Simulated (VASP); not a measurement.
Runs of VASP 6.6.1 on GaSb3. The structure is that of space group Im-3m (No. 229), or close to it. The cells are those of the table. The cell was built from a structure type or drawn by symmetry, and may not be a known phase.

```csv
task,level,cell,k mesh,cutoff (eV),smearing,gap on the mesh (eV),pressure (GPa)
relaxation of cell and atoms,PBE,"relaxed from a = 5.235 Å, angles 109.5°, 4 atoms",8 × 8 × 8,600,gaussian 0.1 eV,none,0.0
single point,PBE,"a = 5.177 Å, angles 109.5°, 4 atoms",8 × 8 × 8,520,gaussian 0.1 eV,none,(a)
single point,PBE,"a = 5.230 Å, angles 109.5°, 4 atoms",8 × 8 × 8,520,gaussian 0.1 eV,none,0.0
single point,PBE,"a = 5.235 Å, angles 109.7, 109.7, 109.0°, 4 atoms",5 × 5 × 5,520,gaussian 0.2 eV,none,0.0
single point,r2SCAN,"a = 5.230 Å, angles 109.5°, 4 atoms",8 × 8 × 8,520,gaussian 0.1 eV,none,-1.5
```

Alike in all rows: potentials or basis VASP PAW PBE potentials, release 64 (Ga_d, Sb); no spin polarisation.

**Question.** Fill in the values left out.

**Answer.** (a) 1.8.

Caveats: spin-orbit coupling is left out, which moves the levels of the heavy elements; the PAW data sets were made with another functional, which shifts forces and pressure a little (at least some runs).

A k mesh can miss the band edges, and the runs leave out spin-orbit coupling on Ga, Sb.

A gap of «none» marks levels without a gap at the run's occupations.
